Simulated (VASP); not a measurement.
# MnF2 (P4_2/mnm) in VASP: a series of runs

The runs below take MnF2 through single point, with PBE+U.

All numbers are computed with VASP 6.6.1; they aren't measurements. Logs are shortened: lines on timing, memory, paths and dates and some standing lists are left out, and cuts for length are marked.

**1. The cell of the first run**

It takes space group P4_2/mnm (No. 136, tetragonal). The conventional cell has a = 4.874 Å, b = 4.874 Å, c = 3.311 Å, α = 90.00°, β = 90.00°, γ = 90.00°. Mn (site symmetry mmm) has 6 F at 2.10 to 2.13 Å within 2.8 Å. Within 2.8 Å of F (site symmetry m2m) lie 3 Mn at 2.10 to 2.13 Å and 1 F at 2.68 Å.

**2. Single point, PBE+U, collinear spin, antiferromagnetic start**

The input, INCAR:

```
SYSTEM = MnF2
  ALGO = Normal
  EDIFF = 1E-6
  ENCUT = 520
  GGA = PE
  ISIF = 2
  ISMEAR = -1
  ISPIN = 2
  LASPH = .True.
  LCHARG = .True.
  LDAU = .True.
  LDAUJ = 0 0
  LDAUL = 2 -1
  LDAUPRINT = 1
  LDAUTYPE = 2
  LDAUU = 1 0
  LELF = .True.
  LMAXMIX = 4
  LORBIT = 11
  LREAL = .False.
  LVHAR = .True.
  LWAVE = .False.
  MAGMOM = 2.8 -2.8 0 0 0 0
  NBANDS = 40
  NELM = 150
  PREC = Accurate
  SIGMA = 0.15
```

The input, KPOINTS:

```
k-points
0
Gamma
  4 4 6
  0 0 0
```

The input, POSCAR:

```
MnF2
1.0
    4.8738000000      0.0000000000      0.0000000000
    0.0000000000      4.8738000000      0.0000000000
    0.0000000000      0.0000000000      3.3107000000
Mn F
2 4
Direct
    0.0000000000      0.0000000000      0.0000000000
    0.5000000000      0.5000000000      0.5000000000
    0.3053000000      0.3053000000      0.0000000000
    0.1947000000      0.8053000000      0.5000000000
    0.6947000000      0.6947000000      0.0000000000
    0.8053000000      0.1947000000      0.5000000000
```

Potentials or basis: VASP PAW PBE potentials, release 64 (Mn_pv, F).

Started as:

```sh
$ cat potpaw_PBE.64/Mn_pv/POTCAR potpaw_PBE.64/F/POTCAR > POTCAR
$ mpirun -np 1 vasp_std > vasp.out
```

OUTCAR:

```text
SYSTEM = MnF2
   EDIFF = 1E-6
   ENCUT = 520
   GGA = PE
   ISIF = 2
   ISMEAR = -1
   ISPIN = 2
   LASPH = .True.
   LORBIT = 11
   LREAL = .False.
   NELM = 150
   PREC = Accurate

 ion  position               nearest neighbor table
   1  0.000  0.000  0.000-   3 2.10   5 2.10   4 2.13   6 2.13   4 2.13   6 2.13
   2  0.500  0.500  0.500-   4 2.10   6 2.10   5 2.13   3 2.13   3 2.13   5 2.13
   3  0.305  0.305  0.000-   1 2.10   2 2.13   2 2.13
   4  0.195  0.805  0.500-   2 2.10   1 2.13   1 2.13
   5  0.695  0.695  0.000-   1 2.10   2 2.13   2 2.13
   6  0.805  0.195  0.500-   2 2.10   1 2.13   1 2.13

  LATTYP: Found a simple tetragonal cell.
 ALAT       =     4.8738000000
 C/A-ratio  =     0.6792851574

  Lattice vectors:

 A1 = (   4.8738000000,   0.0000000000,   0.0000000000)
 A2 = (   0.0000000000,   4.8738000000,   0.0000000000)
 A3 = (   0.0000000000,   0.0000000000,   3.3107000000)

Analysis of symmetry for initial positions (statically):
=====================================================================
 Subroutine PRICEL returns:
 Original cell was already a primitive cell.

 Routine SETGRP: Setting up the symmetry group for a
 simple tetragonal supercell.

 Subroutine GETGRP returns: Found 16 space group operations
 (whereof  8 operations were pure point group operations)
 out of a pool of 16 trial point group operations.

The static configuration has the point symmetry D_2h.
 The point group associated with its full space group is D_4h.

Analysis of symmetry for dynamics (positions and initial velocities):
=====================================================================
 Subroutine PRICEL returns:
 Original cell was already a primitive cell.

 Routine SETGRP: Setting up the symmetry group for a
 simple tetragonal supercell.

 Subroutine GETGRP returns: Found 16 space group operations
 (whereof  8 operations were pure point group operations)
 out of a pool of 16 trial point group operations.

The dynamic configuration has the point symmetry D_2h.
 The point group associated with its full space group is D_4h.

Analysis of structural, dynamic, and magnetic symmetry:
=====================================================================
 Subroutine PRICEL returns:
 Original cell was already a primitive cell.

 Routine SETGRP: Setting up the symmetry group for a
 simple tetragonal supercell.

 Subroutine GETGRP returns: Found 16 space group operations
 (whereof  8 operations were pure point group operations)
 out of a pool of 16 trial point group operations.

[... 216 lines left out ...]

 number of electron      54.0000032 magnetization       0.0000000

 Free energy of the ion-electron system (eV)
  ---------------------------------------------------
  ext. energy  EPLUGINS =         0.00000000
  ---------------------------------------------------
  free energy    TOTEN  =       -38.97853497 eV

  energy without entropy =      -38.97842914  energy(sigma->0) =      -38.97848206

 E-fermi :   3.9605     XC(G=0):  -9.7473

 val. band max:        2.4162888049   @ k =   0.5000   0.0000   0.0000
 cond. band min:       4.9790892338   @ k =   0.0000   0.0000   0.0000
 fundamental gap:      2.5628004289
 Fermi energy:         3.9604542077

 spin component 1

 k-point     1 :       0.0000    0.0000    0.0000
  band No.  band energies     occupation
      1     -46.7439      1.00000
      2     -46.6807      1.00000
      3     -46.6711      1.00000
      4     -41.7842      1.00000
      5     -41.7209      1.00000
      6     -41.7092      1.00000
[... 997 lines left out ...]
     38      12.6405      0.00000
     39      12.7521      0.00000
 Fermi energy:         3.9604542077

 spin component 2

 k-point     1 :       0.0000    0.0000    0.0000
  band No.  band energies     occupation
      1     -46.7439      1.00000
      2     -46.6807      1.00000
      3     -46.6711      1.00000
      4     -41.7842      1.00000
      5     -41.7209      1.00000
      6     -41.7092      1.00000
[... 997 lines left out ...]
     38      12.6405      0.00000
     39      12.7521      0.00000
 [bands above 39 left out]

------------------------ aborting loop because EDIFF is reached ----------------------------------------

  FORCE on cell =-STRESS in cart. coord.  units (eV):
  Direction    XX          YY          ZZ          XY          YZ          ZX
  --------------------------------------------------------------------------------------
  -------------------------------------------------------------------------------------
  Total        1.5469366      1.5469366      1.6814811      0.0000000      0.0000000      0.0000000
  in kB       31.5157648     31.5157648     34.2568435      0.0000000      0.0000000      0.0000000
  external PRESSURE =      32.4294577 kB  Pullay stress =       0.0000000 kB

 VOLUME and BASIS-vectors are now :
 -----------------------------------------------------------------------------
  energy-cutoff  :      520.00
  volume of cell :       78.64
      direct lattice vectors                 reciprocal lattice vectors
     4.873800000  0.000000000  0.000000000     0.205178711  0.000000000  0.000000000
     0.000000000  4.873800000  0.000000000     0.000000000  0.205178711  0.000000000
     0.000000000  0.000000000  3.310700000     0.000000000  0.000000000  0.302050926

 POSITION                                       TOTAL-FORCE (eV/Angst)
 -----------------------------------------------------------------------------------
      0.00000      0.00000      0.00000         0.000000      0.000000      0.000000
      2.43690      2.43690      1.65535         0.000000      0.000000      0.000000
      1.48797      1.48797      0.00000        -0.065770     -0.065770      0.000000
      0.94893      3.92487      1.65535         0.065770     -0.065770      0.000000
      3.38583      3.38583      0.00000         0.065770      0.065770     -0.000000
      3.92487      0.94893      1.65535        -0.065770      0.065770     -0.000000
 -----------------------------------------------------------------------------------
    total drift:                                0.000000      0.000000      0.000000

  FREE ENERGIE OF THE ION-ELECTRON SYSTEM (eV)
  ---------------------------------------------------
  free  energy   TOTEN  =       -38.9785349718 eV

  energy  without entropy=      -38.9784291383  energy(sigma->0) =      -38.97848206

 total charge

# of ion       s       p       d       tot
------------------------------------------
    1        0.162   6.145   4.957  11.264
    2        0.162   6.145   4.957  11.264
    3        1.735   4.369   0.000   6.104
    4        1.735   4.369   0.000   6.104
    5        1.735   4.369   0.000   6.104
    6        1.735   4.369   0.000   6.104
--------------------------------------------------
tot          7.264  29.764   9.914  46.942

 magnetization (x)

# of ion       s       p       d       tot
------------------------------------------
    1        0.018   0.017   4.545   4.579
    2       -0.018  -0.017  -4.545  -4.579
    3       -0.002  -0.022   0.000  -0.025
    4        0.002   0.022   0.000   0.025
    5       -0.002  -0.022   0.000  -0.025
    6        0.002   0.022   0.000   0.025
--------------------------------------------------
tot          0.000   0.000   0.000   0.000
```

It took 97 s on 1 thread of AMD EPYC 9R14 (Zen 4), shared host; peak memory 0.24 GiB.

What came out:

- Free energy: -38.9785 eV
- Pressure: 3.2 GPa
- Largest force: 0.093 eV/Å
- Band gap on the k mesh: 2.56 eV (least direct gap 2.61 eV)
- Net moment: 0.00 μB per cell
- Site moments: Mn +4.58, -4.58; F -0.03, +0.03 (each value once) μB
- Valence electrons inside the program's atomic spheres: Mn 11.26; F 6.10

Forces in eV/Å, atoms in the order of the input:
```
Mn   0.000  0.000  0.000
Mn   0.000  0.000  0.000
F   -0.066 -0.066  0.000
F    0.066 -0.066  0.000
F    0.066  0.066  0.000
F   -0.066  0.066  0.000
```

Eigenvalues of the final occupation matrices:
| site | spin | trace | eigenvalues |
| --- | --- | --- | --- |
| site 1 d | 1 | 4.76 | 0.94 0.94 0.94 0.97 0.97 |
| site 1 d | 2 | 0.21 | 0.02 0.02 0.02 0.07 0.08 |
| site 2 d | 1 | 0.21 | 0.02 0.02 0.02 0.07 0.08 |
| site 2 d | 2 | 4.76 | 0.94 0.94 0.94 0.97 0.97 |

Caveat: the cell stands under pressure.

**3. Single point, PBE+U, collinear spin, antiferromagnetic start**

The input, INCAR:

```
SYSTEM = MnF2
PREC = Accurate ; ENCUT = 520
EDIFF = 1E-6 ; ISMEAR = -1
SIGMA = 0.15 ; LREAL = .FALSE.
LASPH = .TRUE. ; NELM = 150
ALGO = Normal ; ISIF = 2
LWAVE = .FALSE. ; LCHARG = .FALSE.
ISPIN = 2 ; MAGMOM = 2.8 -2.8 0 0 0 0
LORBIT = 11 ; LMAXMIX = 4
LDAU = .TRUE. ; LDAUTYPE = 2
LDAUL = 2 -1 ; LDAUU = 3 0
LDAUJ = 0 0 ; LDAUPRINT = 1
GGA = PE ; NBANDS = 40
```

The input, KPOINTS:

```
Automatic mesh
0
G
  4 4 6
  0 0 0
```

POSCAR is that of step 2.

Potentials or basis: VASP PAW PBE potentials, release 64 (Mn_pv, F).

Started as:

```sh
$ cat potpaw_PBE.64/Mn_pv/POTCAR potpaw_PBE.64/F/POTCAR > POTCAR
$ mpirun -np 1 vasp_std > vasp.out
```

It took 90 s on 1 thread of AMD EPYC 9R14 (Zen 4), shared host; peak memory 0.24 GiB.

It converged, with:

```yaml
Free_energy: -38.1969 eV
Pressure: 4.1 GPa
Largest_force: 0.078 eV/Å
Band_gap_on_the_k_mesh: 3.25 eV (least direct gap 3.29 eV)
Net_moment: 0.00 μB per cell
Site_moments: Mn +4.64, -4.64; F -0.02, +0.02 (each value once) μB
Valence_electrons_inside_the_program's_atomic_spheres: Mn 11.26; F 6.11
```

Forces on the atoms (eV/Å):
```
Mn   0.000  0.000  0.000
Mn   0.000  0.000  0.000
F   -0.055 -0.055  0.000
F    0.055 -0.055  0.000
F    0.055  0.055  0.000
F   -0.055  0.055  0.000
```

Stress tensor (GPa, compression positive):
```
3.99 0.00 0.00
0.00 3.99 0.00
0.00 0.00 4.42
```

Levels at points of the mesh, in eV from the valence-band top:
Spin up:
```
           k point  band 23  band 24  band 25  band 26  band 27  band 28  band 29  band 30  band 31  band 32
(0.00, 0.00, 0.00)    -1.84    -1.66    -1.41    -0.44    -0.04     3.25     4.81     5.38     5.42     6.19
(0.50, 0.00, 0.00)    -1.78    -1.61    -1.36    -0.14     0.00     4.80     5.32     5.35     5.38     5.74
(0.50, 0.50, 0.00)    -1.83    -1.65    -1.24    -0.68    -0.04     4.83     5.23     5.38     5.41     6.28
(0.00, 0.00, 0.50)    -1.75    -1.55    -1.19    -0.67    -0.41     5.12     5.15     5.24     5.91     6.02
(0.50, 0.00, 0.50)    -1.75    -1.66    -1.34    -0.77    -0.09     5.10     5.14     5.39     5.85     6.33
(0.50, 0.50, 0.50)    -1.74    -1.67    -1.36    -0.69    -0.19     5.13     5.15     5.40     5.80     6.15
```
Spin down:
```tsv
k point	band 25	band 26	band 27	band 28	band 29	band 30
(0.00, 0.00, 0.00)	-1.41	-0.44	-0.04	3.25	4.81	5.38
(0.50, 0.00, 0.00)	-1.36	-0.14	0.00	4.80	5.32	5.35
(0.50, 0.50, 0.00)	-1.24	-0.68	-0.04	4.83	5.23	5.38
(0.00, 0.00, 0.50)	-1.19	-0.67	-0.41	5.12	5.15	5.24
(0.50, 0.00, 0.50)	-1.34	-0.77	-0.09	5.10	5.14	5.39
(0.50, 0.50, 0.50)	-1.36	-0.69	-0.19	5.13	5.15	5.40
```

Eigenvalues of the final occupation matrices:
```
    site  spin  trace               eigenvalues
site 1 d     1   4.80  0.94 0.95 0.95 0.98 0.98
site 1 d     2   0.18  0.01 0.01 0.02 0.06 0.07
site 2 d     1   0.18  0.01 0.01 0.02 0.06 0.07
site 2 d     2   4.80  0.94 0.95 0.95 0.98 0.98
```

Caveat: the cell stands under pressure. A k mesh can miss the band edges.

**4. Single point, PBE+U, collinear spin, antiferromagnetic start**

The input, INCAR:

```
ALGO = Normal
EDIFF = 1E-6
ENCUT = 520
GGA = PE
ISIF = 2
ISMEAR = -1
ISPIN = 2
LASPH = T
LCHARG = F
LDAU = T
LDAUJ = 0 0
LDAUL = 2 -1
LDAUPRINT = 1
LDAUTYPE = 2
LDAUU = 5 0
LMAXMIX = 4
LORBIT = 11
LREAL = F
LWAVE = F
MAGMOM = 2.8 -2.8 0 0 0 0
NBANDS = 40
NELM = 150
PREC = Accurate
SIGMA = 0.15
```

The input, KPOINTS:

```
k-points
0
Gamma
  4 4 6
```

POSCAR is that of step 3.

Potentials or basis: VASP PAW PBE potentials, release 64 (Mn_pv, F).

Started as:

```sh
$ cat potpaw_PBE.64/Mn_pv/POTCAR potpaw_PBE.64/F/POTCAR > POTCAR
$ mpirun -np 1 vasp_std > vasp.out
```

OUTCAR:

```text
EDIFF = 1E-6
   ENCUT = 520
   GGA = PE
   ISIF = 2
   ISMEAR = -1
   ISPIN = 2
   LASPH = T
   LORBIT = 11
   LREAL = F
   NELM = 150
   PREC = Accurate

 ion  position               nearest neighbor table
   1  0.000  0.000  0.000-   3 2.10   5 2.10   4 2.13   6 2.13   4 2.13   6 2.13
   2  0.500  0.500  0.500-   4 2.10   6 2.10   5 2.13   3 2.13   3 2.13   5 2.13
   3  0.305  0.305  0.000-   1 2.10   2 2.13   2 2.13
   4  0.195  0.805  0.500-   2 2.10   1 2.13   1 2.13
   5  0.695  0.695  0.000-   1 2.10   2 2.13   2 2.13
   6  0.805  0.195  0.500-   2 2.10   1 2.13   1 2.13

  LATTYP: Found a simple tetragonal cell.
 ALAT       =     4.8738000000
 C/A-ratio  =     0.6792851574

[... 2325 lines left out ...]
      0.00000      0.00000      0.00000        -0.000000      0.000000     -0.000000
      2.43690      2.43690      1.65535        -0.000000      0.000000     -0.000000
      1.48797      1.48797      0.00000        -0.050005     -0.050005      0.000000
      0.94893      3.92487      1.65535         0.050005     -0.050005     -0.000000
      3.38583      3.38583      0.00000         0.050005      0.050005     -0.000000
      3.92487      0.94893      1.65535        -0.050005      0.050005     -0.000000
 -----------------------------------------------------------------------------------
    total drift:                                0.000000      0.000000      0.000000

  FREE ENERGIE OF THE ION-ELECTRON SYSTEM (eV)
  ---------------------------------------------------
  free  energy   TOTEN  =       -37.5183012309 eV

  energy  without entropy=      -37.5182997540  energy(sigma->0) =      -37.51830049

 total charge

# of ion       s       p       d       tot
------------------------------------------
    1        0.163   6.147   4.956  11.266
    2        0.163   6.147   4.956  11.266
    3        1.734   4.381   0.000   6.115
    4        1.734   4.381   0.000   6.115
    5        1.734   4.381   0.000   6.115
    6        1.734   4.381   0.000   6.115
--------------------------------------------------
tot          7.261  29.818   9.912  46.991

 magnetization (x)

# of ion       s       p       d       tot
------------------------------------------
    1        0.019   0.018   4.658   4.695
    2       -0.019  -0.018  -4.658  -4.695
    3       -0.002  -0.014   0.000  -0.016
    4        0.002   0.014   0.000   0.016
    5       -0.002  -0.014   0.000  -0.016
    6        0.002   0.014   0.000   0.016
--------------------------------------------------
tot          0.000   0.000   0.000   0.000
```

stdout:

```text
POSCAR found type information on POSCAR MnF
 POSCAR found :  2 types and       6 ions
 scaLAPACK will be used
 LDA part: xc-table for (Slater+PW92), standard interpolation
 POSCAR, INCAR and KPOINTS ok, starting setup
 FFT: planning ... GRIDC
 FFT: planning ... GRID_SOFT
 FFT: planning ... GRID
 WAVECAR not read
 entering main loop
```

It took 96 s on 1 thread of AMD EPYC 9R14 (Zen 4), shared host; peak memory 0.24 GiB.

What came out:

* Free energy: -37.5183 eV
* Pressure: 4.8 GPa
* Largest force: 0.071 eV/Å
* Band gap on the k mesh: 3.86 eV (least direct gap 3.89 eV)
* Net moment: 0.00 μB per cell
* Site moments: Mn +4.70, -4.70; F -0.02, +0.02 (each value once) μB
* Valence electrons inside the program's atomic spheres: Mn 11.27; F 6.12

Forces on the atoms (eV/Å):
```
Mn   0.000  0.000  0.000
Mn   0.000  0.000  0.000
F   -0.050 -0.050  0.000
F    0.050 -0.050  0.000
F    0.050  0.050  0.000
F   -0.050  0.050  0.000
```

Stress tensor (GPa, compression positive):
```
4.60 0.00 0.00
0.00 4.60 0.00
0.00 0.00 5.14
```

Levels at points of the mesh, in eV from the valence-band top:
Spin up:
| k point | band 24 | band 25 | band 26 | band 27 | band 28 | band 29 | band 30 | band 31 |
| --- | --- | --- | --- | --- | --- | --- | --- | --- |
| (0.00, 0.00, 0.00) | -1.83 | -1.53 | -0.49 | -0.03 | 3.86 | 6.22 | 6.84 | 6.93 |
| (0.50, 0.00, 0.00) | -1.77 | -1.43 | -0.17 | 0.00 | 5.93 | 6.05 | 6.63 | 6.83 |
| (0.50, 0.50, 0.00) | -1.82 | -1.22 | -0.80 | -0.04 | 6.06 | 6.48 | 6.88 | 6.92 |
| (0.00, 0.00, 0.50) | -1.61 | -1.19 | -0.75 | -0.51 | 6.57 | 6.57 | 6.62 | 7.38 |
| (0.50, 0.00, 0.50) | -1.75 | -1.38 | -0.86 | -0.09 | 6.56 | 6.57 | 6.89 | 7.26 |
| (0.50, 0.50, 0.50) | -1.69 | -1.44 | -0.77 | -0.23 | 6.58 | 6.62 | 6.91 | 7.21 |
Spin down:
```csv
k point,band 23,band 24,band 25,band 26,band 27,band 28,band 29,band 30,band 31,band 32
"(0.00, 0.00, 0.00)",-2.02,-1.83,-1.53,-0.49,-0.03,3.86,6.22,6.84,6.93,7.62
"(0.50, 0.00, 0.00)",-1.93,-1.77,-1.43,-0.17,0.00,5.93,6.05,6.63,6.83,6.90
"(0.50, 0.50, 0.00)",-2.01,-1.82,-1.22,-0.80,-0.04,6.06,6.48,6.88,6.92,7.73
"(0.00, 0.00, 0.50)",-2.02,-1.61,-1.19,-0.75,-0.51,6.57,6.57,6.62,7.38,7.46
"(0.50, 0.00, 0.50)",-2.01,-1.75,-1.38,-0.86,-0.09,6.56,6.57,6.89,7.26,7.79
"(0.50, 0.50, 0.50)",-2.01,-1.69,-1.44,-0.77,-0.23,6.58,6.62,6.91,7.21,7.58
```

Eigenvalues of the final occupation matrices:
| site | spin | trace | eigenvalues |
| --- | --- | --- | --- |
| site 1 d | 1 | 4.82 | 0.95 0.95 0.95 0.98 0.99 |
| site 1 d | 2 | 0.15 | 0.01 0.01 0.01 0.05 0.06 |
| site 2 d | 1 | 0.15 | 0.01 0.01 0.01 0.05 0.06 |
| site 2 d | 2 | 4.82 | 0.95 0.95 0.95 0.98 0.99 |

Caveat: the cell stands under pressure. The state reached can hang on the start; a lower one may exist.

**5. Overview**

| U | gap on the mesh (eV) | pressure (GPa) | moment (μB) | largest force (eV/Å) |
| --- | --- | --- | --- | --- |
| Mn d U = 1.0 eV | 2.56 | 3.2 | 0.00 | 0.09 |
| Mn d U = 3.0 eV | 3.25 | 4.1 | 0.00 | 0.08 |
| Mn d U = 5.0 eV | 3.86 | 4.8 | 0.00 | 0.07 |

Alike in all rows: task single point; level PBE+U; potentials or basis VASP PAW PBE potentials, release 64 (Mn_pv, F); spin collinear, antiferromagnetic start; cell as given; k mesh 4 × 4 × 6; cutoff (eV) 520; smearing fermi-dirac 0.15 eV.

Caveats: the cell stands under pressure.

Total energies depend on the potentials used, so only differences within one code and one set of settings carry meaning.
